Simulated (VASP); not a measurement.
# C in VASP: notebook, part 2 of 2

VASP 6.6.1.

### 3 Single point, PBE

This run uses another cell than the first one, of 23.60 Å³/atom, 1.019 times its volume.

The input, INCAR:

```
SYSTEM = C
ALGO = Normal
EDIFF = 1E-6
ENCUT = 600
GGA = PE
GGA_COMPAT = .FALSE.
ISIF = 2
ISMEAR = -1
LASPH = .TRUE.
LCHARG = .FALSE.
LREAL = .FALSE.
LWAVE = .FALSE.
NBANDS = 11
NELM = 120
PREC = Accurate
SIGMA = 0.05
```

The input, KPOINTS:

```
k-points
0
G
  12 12 3
  0 0 0
```

The input, POSCAR:

```
C
1.0
    2.5043425914      0.0000000000      0.0000000000
   -1.2521712957      2.1688243040      0.0000000000
    0.0000000000      0.0000000000      8.6909792017
C
2
Direct
    0.6666666667      0.3333333333      0.0000000000
    0.3333333333      0.6666666667      0.0000000000
```

Potentials or basis: VASP PAW PBE potentials, release 64 (C).

On the command line:

```sh
> cat potpaw_PBE.64/C/POTCAR > POTCAR
> mpirun -np 1 vasp_std > vasp.out
```

OUTCAR:

```text
SYSTEM = C
   EDIFF = 1E-6
   ENCUT = 600
   GGA = PE
   ISIF = 2
   ISMEAR = -1
   LASPH = .TRUE.
   LREAL = .FALSE.
   NELM = 120
   PREC = Accurate

 ion  position               nearest neighbor table
   1  0.667  0.333  0.000-   2 1.45   2 1.45   2 1.45
   2  0.333  0.667  0.000-   1 1.45   1 1.45   1 1.45

  LATTYP: Found a hexagonal cell.
 ALAT       =     2.5043425914
 C/A-ratio  =     3.4703635323

  Lattice vectors:

 A1 = (   2.5043425914,   0.0000000000,   0.0000000000)
 A2 = (  -1.2521712957,   2.1688243040,   0.0000000000)
 A3 = (   0.0000000000,   0.0000000000,   8.6909792017)

Analysis of symmetry for initial positions (statically):
=====================================================================
 Subroutine PRICEL returns:
 Original cell was already a primitive cell.

 Routine SETGRP: Setting up the symmetry group for a
 hexagonal supercell.

 Subroutine GETGRP returns: Found 24 space group operations
 (whereof 24 operations were pure point group operations)
 out of a pool of 24 trial point group operations.

The static configuration has the point symmetry D_6h.

Analysis of symmetry for dynamics (positions and initial velocities):
=====================================================================
 Subroutine PRICEL returns:
 Original cell was already a primitive cell.

 Routine SETGRP: Setting up the symmetry group for a
 hexagonal supercell.

 Subroutine GETGRP returns: Found 24 space group operations
 (whereof 24 operations were pure point group operations)
 out of a pool of 24 trial point group operations.

The dynamic configuration has the point symmetry D_6h.

 Subroutine INISYM returns: Found 24 space group operations
 (whereof 24 operations are pure point group operations),
 and found     1 'primitive' translations

----------------------------------------------------------------------------------------

                                     Primitive cell

  volume of cell :      47.2049

  direct lattice vectors                    reciprocal lattice vectors
     2.504342591  0.000000000  0.000000000     0.399306390  0.230539652  0.000000000
    -1.252171296  2.168824304  0.000000000     0.000000000  0.461079304  0.000000000
     0.000000000  0.000000000  8.690979202     0.000000000  0.000000000  0.115061833

  length of vectors
     2.504342591  2.504342591  8.690979202     0.461079304  0.461079304  0.115061833

  position of ions in fractional coordinates (direct lattice)
     0.666666667  0.333333333  0.000000000
     0.333333333  0.666666667  0.000000000

  ion indices of the primitive-cell ions
   primitive index   ion index
                 1           1
                 2           2

----------------------------------------------------------------------------------------

 KPOINTS: k-points

Automatic generation of k-mesh.
 Grid dimensions read from file:
 generate k-points for:   12   12    3

 Generating k-lattice:

  Cartesian coordinates                     Fractional coordinates (reciprocal lattice)
     0.033275533  0.019211638  0.000000000     0.083333333  0.000000000  0.000000000
     0.000000000  0.038423275  0.000000000     0.000000000  0.083333333  0.000000000
     0.000000000  0.000000000  0.038353944     0.000000000  0.000000000  0.333333333

  Length of vectors
     0.038423275  0.038423275  0.038353944

  Shift w.r.t. Gamma in fractional coordinates (k-lattice)
     0.000000000  0.000000000  0.000000000

 Subroutine IBZKPT returns following result:
 ===========================================

 Found     38 irreducible k-points:

 Following reciprocal coordinates:
            Coordinates               Weight
  0.000000  0.000000  0.000000      1.000000
  0.083333 -0.000000  0.000000      6.000000
  0.166667 -0.000000  0.000000      6.000000
  0.250000  0.000000  0.000000      6.000000
  0.333333 -0.000000  0.000000      6.000000
  0.416667  0.000000  0.000000      6.000000
[... 16 lines left out ...]
  0.250000  0.000000  0.333333     12.000000
  0.333333 -0.000000  0.333333     12.000000
 [... further k-points ...]
   k-points           NKPTS =     38   k-points in BZ     NKDIM =     38   number of bands    NBANDS=     11
   number of dos      NEDOS =    301   number of ions     NIONS =      2
   total plane-waves  NPLWV =  28000
   dimension x,y,z NGX =    20 NGY =   20 NGZ =   70
   dimension x,y,z NGXF=    40 NGYF=   40 NGZF=  140
   ions per type =               2
   NGX,Y,Z   is equivalent  to a cutoff of  13.28, 13.28, 13.39 a.u.
   NGXF,Y,Z  is equivalent  to a cutoff of  26.55, 26.55, 26.78 a.u.
 SYSTEM =  C
   PREC   = accura    normal or accurate (medium, high low for compatibility)
   ISTART =      0    job   : 0-new  1-cont  2-samecut
   ICHARG =      2    charge: 1-file 2-atom 10-const
   ISPIN  =      1    spin polarized calculation?
   LNONCOLLINEAR =      F non collinear calculations
   LSORBIT =      F    spin-orbit coupling
   LASPH  =      T    aspherical Exc in radial PAW
   ENCUT  =  600.0 eV  44.10 Ry    6.64 a.u.   5.00  5.00 17.36*2*pi/ulx,y,z
   NELM   =    120;   NELMIN=  2; NELMDL= -5     # of ELM steps
   EDIFF  = 0.1E-05   stopping-criterion for ELM
   LREAL  =      F    real-space projection
   EDIFFG = 0.1E-04   stopping-criterion for IOM
   NSW    =      0    number of steps for IOM
   IBRION =     -1    ionic relax: 0-MD 1-quasi-New 2-CG
   NFREE  =      0    steps in history (QN), initial steepest desc. (CG)
   ISIF   =      2    stress and relaxation
   ISYM   =      2    0-nonsym 1-usesym 2-fastsym
   POTIM  = 0.5000    time-step for ionic-motion
   TEBEG  =    0.0;   TEEND  =   0.0 temperature during run
   PSTRESS=    0.0 pullay stress
   NELECT =       8.0000    total number of electrons
   NUPDOWN=      -1.0000    fix difference up-down
   EMIN   =  10.00;   EMAX   =-10.00  energy-range for DOS
   EFERMI =   0.00;   METHOD = LEGACY
   ISMEAR =    -1;   SIGMA  =   0.05  broadening in eV -4-tet -1-fermi 0-gaus
   EFERMI_NEDOS =   21; number of points for ismear=-14 and -15
   IALGO  =     38    algorithm
   IMIX   =      4    mixing-type and parameters
     AMIX     =   0.40;   BMIX     =  1.00
     AMIX_MAG =   1.60;   BMIX_MAG =  1.00
  volume/ion in A,a.u.               =      23.60       159.28
  Fermi-wavevector in a.u.,A,eV,Ry     =   0.905960  1.712017 11.167176  0.820764
  Thomas-Fermi vector in A             =   2.029591
   LORBIT       =      0    0 simple, 1 ext, 2 COOP (PROOUT), +10 PAW based schemes
   GGA     = PE    functional components
   LHFCALC =     F    Hartree Fock is set to
   AEXX    =    0.0000 exact exchange contribution
   IVDW    =     0    specifies the selected vdW correction
   LEPSILON=     F    determine dielectric tensor
   LRPA    =     F    only Hartree local field effects (RPA)
 non-spin polarized calculation
  energy-cutoff  :      600.00
  volume of cell :       47.20
 maximum number of plane-waves:      1611
 NGX is ok and might be reduce to    20
   NGX =  9   NGY =  9   NGZ = 35

 number of electron       8.0000001 magnetization

 Free energy of the ion-electron system (eV)
  ---------------------------------------------------
  ext. energy  EPLUGINS =         0.00000000
  ---------------------------------------------------
  free energy    TOTEN  =       -18.42258339 eV

  energy without entropy =      -18.42065798  energy(sigma->0) =      -18.42162069

 E-fermi :  -0.9753     XC(G=0):  -4.8587

 val. band max:       -0.9753080962   @ k =   0.3333   0.3333   0.0000
 cond. band min:      -0.9752823948   @ k =   0.3333   0.3333   0.3333
 fundamental gap:      0.0000257014
 Fermi energy:        -0.9752909616

 k-point     1 :       0.0000    0.0000    0.0000
  band No.  band energies     occupation
      1     -20.1289      2.00000
      2      -8.2852      2.00000
      3      -4.0363      2.00000
      4      -4.0363      2.00000
      5       2.1680      0.00000
      6       4.3754      0.00000
      7       6.0130      0.00000
      8       7.0325      0.00000
      9       7.0325      0.00000
     10       9.8944      0.00000
     11      10.4858      0.00000
[... 309 lines left out ...]
 k-point    24 :       0.3333   -0.0000    0.3333
  band No.  band energies     occupation
      1     -17.6179      2.00000
      2     -10.4784      2.00000
      3      -6.6599      2.00000
      4      -5.4074      2.00000
      5       3.7480      0.00000
      6       5.9213      0.00000
      7       6.3064      0.00000
      8       6.8708      0.00000
      9      10.5874      0.00000
     10      13.6043      0.00000
     11      14.2890      0.00000

 [... further k-points ...]
[... 5 lines left out ...]
  --------------------------------------------------------------------------------------
  -------------------------------------------------------------------------------------
  Total       -1.9814941     -1.9814941     -0.0364848      0.0000000     -0.0000000      0.0000000
  in kB      -67.2537550    -67.2537550     -1.2383296      0.0000000     -0.0000000      0.0000000
  external PRESSURE =     -45.2486132 kB  Pullay stress =       0.0000000 kB

 VOLUME and BASIS-vectors are now :
 -----------------------------------------------------------------------------
  energy-cutoff  :      600.00
  volume of cell :       47.20
      direct lattice vectors                 reciprocal lattice vectors
     2.504342591  0.000000000  0.000000000     0.399306390  0.230539652  0.000000000
    -1.252171296  2.168824304  0.000000000     0.000000000  0.461079304  0.000000000
     0.000000000  0.000000000  8.690979202     0.000000000  0.000000000  0.115061833

 POSITION                                       TOTAL-FORCE (eV/Angst)
 -----------------------------------------------------------------------------------
      1.25217      0.72294      0.00000         0.000000      0.000000      0.000000
     -0.00000      1.44588      0.00000        -0.000000     -0.000000     -0.000000
 -----------------------------------------------------------------------------------
    total drift:                                0.000000     -0.000000     -0.000000

  FREE ENERGIE OF THE ION-ELECTRON SYSTEM (eV)
  ---------------------------------------------------
  free  energy   TOTEN  =       -18.4225833933 eV

  energy  without entropy=      -18.4206579845  energy(sigma->0) =      -18.42162069
```

stdout:

```text
POSCAR found type information on POSCAR C
 POSCAR found :  1 types and       2 ions
 scaLAPACK will be used
 LDA part: xc-table for (Slater+PW92), standard interpolation
 POSCAR, INCAR and KPOINTS ok, starting setup
 FFT: planning ... GRIDC
 FFT: planning ... GRID_SOFT
 FFT: planning ... GRID
 WAVECAR not read
 entering main loop
```

Wall time 18 s (1 thread of Intel Xeon Platinum 8488C (Sapphire Rapids), shared host); peak memory 0.16 GiB.

What came out:

```yaml
Free_energy: -18.4226 eV
Band_gap_on_the_k_mesh: zero (filled and empty bands touch)
```

### 4 Single point, B3LYP

This run uses another cell than the first one, of 22.18 Å³/atom, 0.958 times its volume.

The input, POSCAR:

```
C
1.0
    2.4576156335      0.0000000000      0.0000000000
   -1.2288078167      2.1283575713      0.0000000000
    0.0000000000      0.0000000000      8.4802240572
C
2
Direct
    0.6666666667      0.3333333333      0.0000000000
    0.3333333333      0.6666666667      0.0000000000
```

The input, INCAR.step1:

```
  PREC = Accurate
  ENCUT = 520
  EDIFF = 1E-5
  ISMEAR = -1
  SIGMA = 0.05
  LREAL = False
  LASPH = True
  NELM = 100
  ALGO = Normal
  ISIF = 2
  LWAVE = True
  NBANDS = 11
  GGA = PE
```

The input, INCAR.step2:

```
  PREC = Accurate
  ENCUT = 520
  EDIFF = 1E-6
  ISMEAR = -1
  SIGMA = 0.05
  LREAL = False
  LASPH = True
  NELM = 100
  ALGO = Normal
  ISIF = 2
  LWAVE = False
  LCHARG = True
  GGA = B3
  LHFCALC = True
  AEXX = 0.2
  AGGAX = 0.72
  AGGAC = 0.81
  ALDAC = 0.19
  PRECFOCK = Normal
  LELF = True
  LVHAR = True
  NBANDS = 11
  ISTART = 1
```

The input, KPOINTS:

```
regular mesh
0
Gamma
  6 6 2
```

On the command line:

```sh
> cat potpaw_PBE.64/C/POTCAR > POTCAR
> cp INCAR.step1 INCAR
> mpirun -np 1 vasp_std > vasp.out
> cp INCAR.step2 INCAR
> mpirun -np 1 vasp_std > vasp.out
```

It took 2.4 min on 1 thread of Intel Xeon 6975P-C (Granite Rapids), shared host; peak memory 0.15 GiB.

Results (log left out):

```
Free energy            : -20.5427 eV
Band gap on the k mesh : zero (band 4 reaches -0.35 eV, above the bottom of band 5 at -0.76 eV)
```

Levels at points of the mesh, in eV from the Fermi level:
```
           k point  band 1  band 2  band 3  band 4  band 5  band 6  band 7  band 8  band 9
(0.00, 0.00, 0.00)  -21.89   -8.99   -4.32   -4.32    3.19    5.59    7.32    9.47    9.47
(0.50, 0.00, 0.00)  -16.32  -15.11   -7.89   -3.10    2.29    8.54   11.21   11.38   13.16
(0.00, 0.00, 0.50)  -21.89   -8.99   -4.32   -4.32    3.97    3.98    9.39    9.47    9.47
(0.50, 0.00, 0.50)  -16.31  -15.11   -7.89   -3.10    2.29    8.54   11.82   12.03   12.06
```

Caveat: the k points lie up to 0.49 Å⁻¹ apart; the PAW data sets were made with another functional, which shifts forces and pressure a little.

### 5 Overview

| level | cell | k mesh | cutoff (eV) | grid for exact exchange (PRECFOCK) | gap on the mesh (eV) |
| --- | --- | --- | --- | --- | --- |
| PBE | a = 2.488, b = 2.488, c = 8.636 Å, angles 90.0, 90.0, 120.0°, 2 atoms | 12 × 12 × 3 | 600 | - | none |
| PBE | a = 2.504, b = 2.504, c = 8.691 Å, angles 90.0, 90.0, 120.0°, 2 atoms | 12 × 12 × 3 | 600 | - | none |
| B3LYP | a = 2.458, b = 2.458, c = 8.480 Å, angles 90.0, 90.0, 120.0°, 2 atoms | 6 × 6 × 2 | 520 | Normal | none |

Alike in all rows: task single point; potentials or basis VASP PAW PBE potentials, release 64 (C); no spin polarisation; smearing fermi-dirac 0.05 eV.

Caveats: some runs use coarse meshes; the PAW data sets were made with another functional, which shifts forces and pressure a little (some runs).

Absolute energies hang on the potentials; compare differences alone.
